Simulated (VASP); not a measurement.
Si, 1 atom in the cell. Symmetry: P6/mmm, No. 191, hexagonal system. Conventional cell: a = 2.699 Å, b = 2.699 Å, c = 2.466 Å, α = 90.00°, β = 90.00°, γ = 120.00°. Si (site symmetry 6/mmm) has 8 Si at 2.47 to 2.70 Å within 3.3 Å.  This cell differs from its parent crystal: strain +0.0300 x Voigt [1, 1, 0, 0, 0, 0].

- Program: VASP 6.6.1
- Task: single point
- Functional: r2SCAN
- Potentials or basis: VASP PAW PBE potentials, release 64 (Si)
- Cutoff: 520 eV
- k mesh: 24 × 24 × 20
- Occupations: gaussian, width 0.15 eV
- Spin: no spin polarisation
- Dipole correction: no
- Further INCAR settings: ALGO = Normal; EDIFF = 1e-06; NBANDS = 8

Potentials or basis: VASP PAW PBE potentials, release 64 (Si).

Launch:

```console
$ cat potpaw_PBE.64/Si/POTCAR > POTCAR
$ cp INCAR.step1 INCAR
$ mpirun -np 1 vasp_std > vasp.out
$ cp INCAR.step2 INCAR
$ mpirun -np 1 vasp_std > vasp.out
```

Hardware: 1 thread of AMD EPYC 9R45 (Zen 5), on a shared host.

Task: How long does it take, and how much memory?

Result: It took 3.4 min on 1 thread of AMD EPYC 9R45 (Zen 5), with other jobs on the host, peak memory 0.14 GiB. Counts: k points 671.
